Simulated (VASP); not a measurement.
# HfO2 (Fm-3m) in VASP: further runs

HfO2 is run at these levels: PBE+D3(BJ), PBEsol; tasks: single point.

Everything below comes from runs of VASP 6.6.1. Logs are shortened: lines on timing, memory, paths and dates and some standing lists are left out, and cuts for length are marked.

## Step 1: The cell of the first run

Symmetry: Fm-3m, No. 225, cubic system. The conventional cell has a = 5.115 Å, b = 5.115 Å, c = 5.115 Å, α = 90.00°, β = 90.00°, γ = 90.00°. Within 2.9 Å of Hf (site symmetry m-3m) lie 8 O at 2.21 Å. Within 2.9 Å of O (site symmetry -43m) lie 4 Hf at 2.21 Å and 6 O at 2.56 Å.

## Step 2: Single point, PBE+D3(BJ), non-collinear spin, zero start, spin-orbit coupling

Contents of INCAR:

```
PREC     = Accurate       # precision mode
ENCUT    = 520            # plane-wave cutoff, eV
EDIFF    = 1E-7           # SCF threshold, eV
ISMEAR   = -1             # smearing method
SIGMA    = 0.05           # smearing width, eV
LREAL    = F              # projectors in reciprocal space
LASPH    = T              # aspherical terms in the spheres
NELM     = 150            # most SCF steps
ALGO     = Normal         # electronic algorithm
ISIF     = 2              # what is computed and relaxed
LWAVE    = F              # write WAVECAR
LCHARG   = F              # write CHGCAR
MAGMOM   = 0 0 0 0 0 0 0 0 0 # initial moments
LORBIT   = 11             # projections on sites
LSORBIT  = T              # spin-orbit coupling
GGA_COMPAT= F            
LORBMOM  = T            
LMAXMIX  = 4              # l up to which the mixer works
GGA      = PE             # functional
IVDW     = 12             # dispersion correction
NBANDS   = 35             # bands
```

Contents of KPOINTS:

```
regular mesh
0
Gamma
  7 7 7
```

Contents of POSCAR:

```
HfO2
1.0
    0.0000000000      2.5575000000      2.5575000000
    2.5575000000      0.0000000000      2.5575000000
    2.5575000000      2.5575000000      0.0000000000
Hf O
1 2
Direct
    0.0000000000      0.0000000000      0.0000000000
    0.7500000000      0.7500000000      0.7500000000
    0.2500000000      0.2500000000      0.2500000000
```

Potentials or basis: VASP PAW PBE potentials, release 64 (Hf_pv, O).

Command:

```bash
cat potpaw_PBE.64/Hf_pv/POTCAR potpaw_PBE.64/O/POTCAR > POTCAR
mpirun -np 1 vasp_ncl > vasp.out
```

OUTCAR:

```text
PREC = Accurate
   ENCUT = 520
   EDIFF = 1E-7
   ISMEAR = -1
   LREAL = F
   LASPH = T
   NELM = 150
   ISIF = 2
   LORBIT = 11
   LSORBIT = T
   GGA = PE
   IVDW = 12
 IVDW          = 12

 ion  position               nearest neighbor table
   1  0.000  0.000  0.000-   2 2.21   2 2.21   2 2.21   2 2.21   3 2.21   3 2.21   3 2.21   3 2.21

   2  0.750  0.750  0.750-   1 2.21   1 2.21   1 2.21   1 2.21
   3  0.250  0.250  0.250-   1 2.21   1 2.21   1 2.21   1 2.21

  LATTYP: Found a face centered cubic cell.
 ALAT       =     5.1150000000

  Lattice vectors:

 A1 = (   0.0000000000,   2.5575000000,   2.5575000000)
 A2 = (   2.5575000000,   0.0000000000,   2.5575000000)
 A3 = (   2.5575000000,   2.5575000000,   0.0000000000)

Analysis of symmetry for initial positions (statically):
=====================================================================
 Subroutine PRICEL returns:
 Original cell was already a primitive cell.

 Routine SETGRP: Setting up the symmetry group for a
 face centered cubic supercell.

 Subroutine GETGRP returns: Found 48 space group operations
 (whereof 48 operations were pure point group operations)
 out of a pool of 48 trial point group operations.

The static configuration has the point symmetry O_h .

Analysis of symmetry for dynamics (positions and initial velocities):
=====================================================================
 Subroutine PRICEL returns:
 Original cell was already a primitive cell.

 Routine SETGRP: Setting up the symmetry group for a
 face centered cubic supercell.

 Subroutine GETGRP returns: Found 48 space group operations
 (whereof 48 operations were pure point group operations)
 out of a pool of 48 trial point group operations.

The dynamic configuration has the point symmetry O_h .

Analysis of structural, dynamic, and magnetic symmetry:
=====================================================================
 Subroutine PRICEL returns:
 Original cell was already a primitive cell.

 Routine SETGRP: Setting up the symmetry group for a
 face centered cubic supercell.

 Subroutine GETGRP returns: Found 48 space group operations
 (whereof 48 operations were pure point group operations)
 out of a pool of 48 trial point group operations.

The overall configuration has the point symmetry O_h .

 Subroutine INISYM returns: Found 48 space group operations
 (whereof 48 operations are pure point group operations),
 and found     1 'primitive' translations

----------------------------------------------------------------------------------------

                                     Primitive cell

  volume of cell :      33.4562

  direct lattice vectors                    reciprocal lattice vectors
     0.000000000  2.557500000  2.557500000    -0.195503421  0.195503421  0.195503421
     2.557500000  0.000000000  2.557500000     0.195503421 -0.195503421  0.195503421
     2.557500000  2.557500000  0.000000000     0.195503421  0.195503421 -0.195503421

  length of vectors
     3.616851186  3.616851186  3.616851186     0.338621859  0.338621859  0.338621859

  position of ions in fractional coordinates (direct lattice)
     0.000000000  0.000000000  0.000000000
     0.750000000  0.750000000  0.750000000
     0.250000000  0.250000000  0.250000000

  ion indices of the primitive-cell ions
   primitive index   ion index
                 1           1
                 2           2
                 3           3

----------------------------------------------------------------------------------------

 KPOINTS: regular mesh

Automatic generation of k-mesh.
 Grid dimensions read from file:
 generate k-points for:    7    7    7

 Generating k-lattice:

  Cartesian coordinates                     Fractional coordinates (reciprocal lattice)
    -0.027929060  0.027929060  0.027929060     0.142857143  0.000000000  0.000000000
     0.027929060 -0.027929060  0.027929060     0.000000000  0.142857143  0.000000000
     0.027929060  0.027929060 -0.027929060     0.000000000  0.000000000  0.142857143
[... 91 lines left out ...]

 number of electron      21.9999993 magnetization      -0.0000000      0.0000000      0.0000000

 Free energy of the ion-electron system (eV)
  ---------------------------------------------------
  ext. energy  EPLUGINS =         0.00000000
  ---------------------------------------------------
  free energy    TOTEN  =       -30.85721199 eV

  energy without entropy =      -30.85721199  energy(sigma->0) =      -30.85721199

 E-fermi :   5.0727     XC(G=0): -11.6997

 val. band max:        3.9633482114   @ k =  -0.4286   0.4286   0.0000
 cond. band min:       7.8412744109   @ k =   0.0000   0.0000   0.0000
 fundamental gap:      3.8779261995
 Fermi energy:         5.0726734836

 k-point     1 :       0.0000    0.0000    0.0000
  band No.  band energies     occupation
      1     -30.5835      1.00000
      2     -30.5835      1.00000
      3     -23.5421      1.00000
      4     -23.5421      1.00000
      5     -23.5421      1.00000
      6     -23.5421      1.00000
[... 729 lines left out ...]
     33      16.4327      0.00000
     34      16.4327      0.00000
 [bands above 34 left out]

------------------------ aborting loop because EDIFF is reached ----------------------------------------

 Edisp (eV)   -0.69884

 E8    (eV) :    -0.3050

  FORCE on cell =-STRESS in cart. coord.  units (eV):
  Direction    XX          YY          ZZ          XY          YZ          ZX
  --------------------------------------------------------------------------------------
  -------------------------------------------------------------------------------------
  Total      -1.95984    -1.95984    -1.95984     0.00000     0.00000    -0.00000
  in kB     -93.85455   -93.85455   -93.85455     0.00000     0.00000    -0.00000
  external pressure =      -93.85 kB  Pullay stress =        0.00 kB

 VOLUME and BASIS-vectors are now :
 -----------------------------------------------------------------------------
  energy-cutoff  :      520.00
  volume of cell :       33.46
      direct lattice vectors                 reciprocal lattice vectors
     0.000000000  2.557500000  2.557500000    -0.195503421  0.195503421  0.195503421
     2.557500000  0.000000000  2.557500000     0.195503421 -0.195503421  0.195503421
     2.557500000  2.557500000  0.000000000     0.195503421  0.195503421 -0.195503421

 POSITION                                       TOTAL-FORCE (eV/Angst)
 -----------------------------------------------------------------------------------
      0.00000      0.00000      0.00000        -0.000000     -0.000000     -0.000000
      3.83625      3.83625      3.83625         0.000000      0.000000      0.000000
      1.27875      1.27875      1.27875        -0.000000     -0.000000     -0.000000
 -----------------------------------------------------------------------------------
    total drift:                                0.000000      0.000000      0.000000

  FREE ENERGIE OF THE ION-ELECTRON SYSTEM (eV)
  ---------------------------------------------------
  free  energy   TOTEN  =       -31.5560480275 eV

  energy  without entropy=      -31.5560480275  energy(sigma->0) =      -31.55604803

 orbital moment (x)

 # of ion     p       d       tot
 ----------------------------------------
  1         0.000   0.000   0.000
  2         0.000   0.000   0.000
  3         0.000   0.000   0.000
 ----------------------------------------
            0.000   0.000   0.000

 orbital moment (y)

 # of ion     p       d       tot
 ----------------------------------------
  1         0.000  -0.000  -0.000
  2        -0.000   0.000  -0.000
  3         0.000   0.000   0.000
 ----------------------------------------
           -0.000  -0.000  -0.000

 orbital moment (z)

 # of ion     p       d       tot
 ----------------------------------------
  1         0.000   0.000   0.000
  2        -0.000   0.000  -0.000
  3         0.000   0.000   0.000
 ----------------------------------------
           -0.000   0.000  -0.000

 Spin-Orbit-Coupling matrix elements

 Ion:    1  E_soc:     -1.2352619
 l=   1
     0.0000000    -0.2021215    -0.2021215
    -0.2021215     0.0000000    -0.2021215
    -0.2021215    -0.2021215     0.0000000
 l=   2
     0.0000000    -0.0009214     0.0000000    -0.0009214    -0.0028341
    -0.0009214     0.0000000    -0.0021256    -0.0009214    -0.0007085
     0.0000000    -0.0021256     0.0000000    -0.0021256     0.0000000
    -0.0009214    -0.0009214    -0.0021256     0.0000000    -0.0007085
    -0.0028341    -0.0007085     0.0000000    -0.0007085     0.0000000
 l=   3
     0.0000000     0.0000000     0.0000000     0.0000000     0.0000000     0.0000000     0.0000000
     0.0000000     0.0000000     0.0000000     0.0000000     0.0000000     0.0000000     0.0000000
     0.0000000     0.0000000     0.0000000     0.0000000     0.0000000     0.0000000     0.0000000
     0.0000000     0.0000000     0.0000000     0.0000000     0.0000000     0.0000000     0.0000000
[... 29 lines left out ...]
 l=   2
     0.0000000     0.0000000     0.0000000     0.0000000     0.0000000
     0.0000000     0.0000000     0.0000000     0.0000000     0.0000000
     0.0000000     0.0000000     0.0000000     0.0000000     0.0000000
     0.0000000     0.0000000     0.0000000     0.0000000     0.0000000
     0.0000000     0.0000000     0.0000000     0.0000000     0.0000000
 l=   3
     0.0000000     0.0000000     0.0000000     0.0000000     0.0000000     0.0000000     0.0000000
     0.0000000     0.0000000     0.0000000     0.0000000     0.0000000     0.0000000     0.0000000
     0.0000000     0.0000000     0.0000000     0.0000000     0.0000000     0.0000000     0.0000000
     0.0000000     0.0000000     0.0000000     0.0000000     0.0000000     0.0000000     0.0000000
     0.0000000     0.0000000     0.0000000     0.0000000     0.0000000     0.0000000     0.0000000
     0.0000000     0.0000000     0.0000000     0.0000000     0.0000000     0.0000000     0.0000000
     0.0000000     0.0000000     0.0000000     0.0000000     0.0000000     0.0000000     0.0000000

 total charge

# of ion       s       p       d       tot
------------------------------------------
    1        0.286   6.591   1.327   8.204
    2        1.560   3.536   0.000   5.096
    3        1.560   3.536   0.000   5.096
--------------------------------------------------
tot          3.406  13.663   1.327  18.396

 magnetization (x)

# of ion       s       p       d       tot
------------------------------------------
    1        0.000  -0.000   0.000   0.000
    2        0.000  -0.000   0.000  -0.000
    3        0.000  -0.000   0.000  -0.000
--------------------------------------------------
tot          0.000  -0.000   0.000  -0.000

 magnetization (y)

# of ion       s       p       d       tot
------------------------------------------
    1       -0.000   0.000   0.000  -0.000
    2        0.000   0.000   0.000   0.000
    3        0.000   0.000   0.000   0.000
--------------------------------------------------
tot         -0.000   0.000   0.000  -0.000

 magnetization (z)

# of ion       s       p       d       tot
------------------------------------------
    1       -0.000  -0.000   0.000  -0.000
    2       -0.000   0.000   0.000  -0.000
    3       -0.000   0.000   0.000  -0.000
--------------------------------------------------
tot         -0.000  -0.000   0.000  -0.000
```

Wall time 88 s (1 thread of Intel Xeon 6975P-C, shared host); peak memory 0.27 GiB.

Results:

* Free energy: -31.5560 eV
* Pressure: -9.4 GPa
* Net moment: 0.00 μB per cell
* Valence electrons inside the program's atomic spheres: Hf 8.20; O 5.10
* Dispersion energy per atom: -0.233 eV

Moments on the atoms (μB; x, y, z):
```
Hf  0.00 0.00 0.00
O   0.00 0.00 0.00
O   0.00 0.00 0.00
```

## Step 3: Single point, PBE+D3(BJ), non-collinear spin, zero start, spin-orbit coupling

This run uses another cell than the first one, of 11.38 Å³/atom, 1.020 times its volume.

Contents of INCAR:

```
SYSTEM = HfO2
ALGO = Normal
EDIFF = 1E-6
ENCUT = 520
GGA = PE
GGA_COMPAT = .FALSE.
ISIF = 2
ISMEAR = -1
IVDW = 12
LASPH = .TRUE.
LCHARG = .FALSE.
LMAXMIX = 4
LORBIT = 11
LORBMOM = .TRUE.
LREAL = .FALSE.
LSORBIT = .TRUE.
LWAVE = .FALSE.
MAGMOM = 0 0 0 0 0 0 0 0 0
NBANDS = 35
NELM = 150
PREC = Accurate
SIGMA = 0.05
```

Contents of KPOINTS:

```
k-points
0
G
  7 7 7
  0 0 0
```

Contents of POSCAR:

```
HfO2
1.0
    0.0000000000      2.5744375797      2.5744375797
    2.5744375797      0.0000000000      2.5744375797
    2.5744375797      2.5744375797      0.0000000000
Hf O
1 2
Direct
    0.0000000000      0.0000000000      0.0000000000
    0.7500000000      0.7500000000      0.7500000000
    0.2500000000      0.2500000000      0.2500000000
```

Potentials or basis: VASP PAW PBE potentials, release 64 (Hf_pv, O).

Command:

```bash
cat potpaw_PBE.64/Hf_pv/POTCAR potpaw_PBE.64/O/POTCAR > POTCAR
mpirun -np 1 vasp_ncl > vasp.out
```

It took 77 s on 1 thread of Intel Xeon 6975P-C, shared host; peak memory 0.27 GiB.

It converged, with:

```yaml
Free_energy: -31.5089 eV
Pressure: -13.5 GPa
Net_moment: 0.00 μB per cell
Valence_electrons_inside_the_program's_atomic_spheres: Hf 8.15; O 5.08
Dispersion_energy_per_atom: -0.228 eV
```

Moments on the atoms (μB; x, y, z):
```
Hf  0.00 0.00 0.00
O   0.00 0.00 0.00
O   0.00 0.00 0.00
```

## Step 4: Single point, PBE+D3(BJ), non-collinear spin, zero start, spin-orbit coupling

This run uses another cell than the first one, of 11.60 Å³/atom, 1.040 times its volume.

Contents of INCAR:

```
SYSTEM = HfO2
ALGO = Normal
EDIFF = 1E-6
ENCUT = 520
GGA = PE
GGA_COMPAT = .False.
ISIF = 2
ISMEAR = -1
IVDW = 12
LASPH = .True.
LCHARG = .True.
LMAXMIX = 4
LORBIT = 11
LORBMOM = .True.
LREAL = .False.
LSORBIT = .True.
LVHAR = .True.
LWAVE = .False.
MAGMOM = 0 0 0 0 0 0 0 0 0
NBANDS = 35
NELM = 150
PREC = Accurate
SIGMA = 0.05
```

Contents of KPOINTS:

```
k-points
0
Gamma
  7 7 7
  0 0 0
```

Contents of POSCAR:

```
HfO2
1.0
    0.0000000000      2.5911551753      2.5911551753
    2.5911551753      0.0000000000      2.5911551753
    2.5911551753      2.5911551753      0.0000000000
Hf O
1 2
Direct
    0.0000000000      0.0000000000      0.0000000000
    0.7500000000      0.7500000000      0.7500000000
    0.2500000000      0.2500000000      0.2500000000
```

Command:

```bash
cat potpaw_PBE.64/Hf_pv/POTCAR potpaw_PBE.64/O/POTCAR > POTCAR
mpirun -np 1 vasp_ncl > vasp.out
```

It took 78 s on 1 thread of Intel Xeon 6975P-C, shared host; peak memory 0.27 GiB.

It converged, with:

```
Free energy                                           : -31.4454 eV
Pressure                                              : -17.3 GPa
Net moment                                            : 0.00 μB per cell
Valence electrons inside the program's atomic spheres : Hf 8.10; O 5.07
Dispersion energy per atom                            : -0.224 eV
```

Moments on the atoms (μB; x, y, z):
```
Hf  0.00 0.00 0.00
O   0.00 0.00 0.00
O   0.00 0.00 0.00
```

## Step 5: Single point, PBE+D3(BJ), non-collinear spin, zero start, spin-orbit coupling

This run uses another cell than the first one, of 11.82 Å³/atom, 1.060 times its volume.

Contents of INCAR:

```
ALGO = Normal
EDIFF = 1E-7
ENCUT = 520
GGA = PE
GGA_COMPAT = False
ISIF = 2
ISMEAR = -1
IVDW = 12
LASPH = True
LCHARG = True
LMAXMIX = 4
LORBIT = 11
LORBMOM = True
LREAL = False
LSORBIT = True
LVHAR = True
LWAVE = False
MAGMOM = 0 0 0 0 0 0 0 0 0
NBANDS = 35
NELM = 150
PREC = Accurate
SIGMA = 0.05
```

Contents of KPOINTS:

```
k-points
0
Gamma
  7 7 7
```

Contents of POSCAR:

```
HfO2
1.0
    0.0000000000      2.6076597933      2.6076597933
    2.6076597933      0.0000000000      2.6076597933
    2.6076597933      2.6076597933      0.0000000000
Hf O
1 2
Direct
    0.0000000000      0.0000000000      0.0000000000
    0.7500000000      0.7500000000      0.7500000000
    0.2500000000      0.2500000000      0.2500000000
```

Command:

```bash
cat potpaw_PBE.64/Hf_pv/POTCAR potpaw_PBE.64/O/POTCAR > POTCAR
mpirun -np 1 vasp_ncl > vasp.out
```

Wall time 91 s (1 thread of Intel Xeon 6975P-C, shared host); peak memory 0.27 GiB.

It converged, with:

* Free energy: -31.3669 eV
* Pressure: -20.6 GPa
* Net moment: 0.00 μB per cell
* Valence electrons inside the program's atomic spheres: Hf 8.04; O 5.06
* Dispersion energy per atom: -0.219 eV

Moments on the atoms (μB; x, y, z):
```
Hf  0.00 0.00 0.00
O   0.00 0.00 0.00
O   0.00 0.00 0.00
```

## Step 6: Single point, PBEsol

Contents of INCAR:

```
SYSTEM = HfO2
PREC = Accurate
ENCUT = 520
EDIFF = 1E-6
ISMEAR = -1
SIGMA = 0.05
LREAL = .FALSE.
LASPH = .TRUE.
NELM = 60
ALGO = Normal
ISIF = 2
LWAVE = .FALSE.
LCHARG = .FALSE.
GGA = PS
NBANDS = 18
```

Contents of KPOINTS:

```
regular mesh
0
G
  9 9 9
  0 0 0
```

Contents of POSCAR:

```
HfO2
1.0
    0.0000000000      2.5575000000      2.5575000000
    2.5575000000      0.0000000000      2.5575000000
    2.5575000000      2.5575000000      0.0000000000
Hf O
1 2
Direct
    0.0000000000      0.0000000000      0.0000000000
    0.7500000000      0.7500000000      0.7500000000
    0.2500000000      0.2500000000      0.2500000000
```

Potentials or basis: VASP PAW PBE potentials, release 64 (Hf_pv, O).

Command:

```bash
cat potpaw_PBE.64/Hf_pv/POTCAR potpaw_PBE.64/O/POTCAR > POTCAR
mpirun -np 1 vasp_std > vasp.out
```

Wall time 31 s (1 thread of Intel Xeon 8259CL, shared host); peak memory 0.17 GiB.

Results (log left out):

* Free energy: -31.5586 eV
* Pressure: -13.5 GPa
* Band gap on the k mesh: 3.71 eV, indirect (least direct gap 3.83 eV)

Levels at points of the mesh, in eV from the valence-band top:
```tsv
k point	band 8	band 9	band 10	band 11	band 12	band 13	band 14	band 15
(0.00, 0.00, 0.00)	-5.19	-0.55	-0.55	-0.55	3.77	3.77	5.49	10.14
```

Caveat: the PAW data sets were made with another functional, which shifts forces and pressure a little; spin-orbit coupling is left out, which moves the levels of the heavy elements.

## Step 7: The runs side by side

```csv
level,spin,cell,k mesh,pressure (GPa),moment (μB)
PBE+D3(BJ),"non-collinear, zero start, SOC","a = 3.617 Å, angles 60.0°, 3 atoms",7 × 7 × 7,-9.4,0.00
PBE+D3(BJ),"non-collinear, zero start, SOC","a = 3.641 Å, angles 60.0°, 3 atoms",7 × 7 × 7,-13.5,0.00
PBE+D3(BJ),"non-collinear, zero start, SOC","a = 3.664 Å, angles 60.0°, 3 atoms",7 × 7 × 7,-17.3,0.00
PBE+D3(BJ),"non-collinear, zero start, SOC","a = 3.688 Å, angles 60.0°, 3 atoms",7 × 7 × 7,-20.6,0.00
PBEsol,off,"a = 3.617 Å, angles 60.0°, 3 atoms",9 × 9 × 9,-13.5,-
```

Alike in all rows: task single point; potentials or basis VASP PAW PBE potentials, release 64 (Hf_pv, O); cutoff (eV) 520; smearing fermi-dirac 0.05 eV.

Caveats: the PAW data sets were made with another functional, which shifts forces and pressure a little (some runs); spin-orbit coupling is left out, which moves the levels of the heavy elements (some runs).

Absolute energies hang on the potentials; compare differences alone.
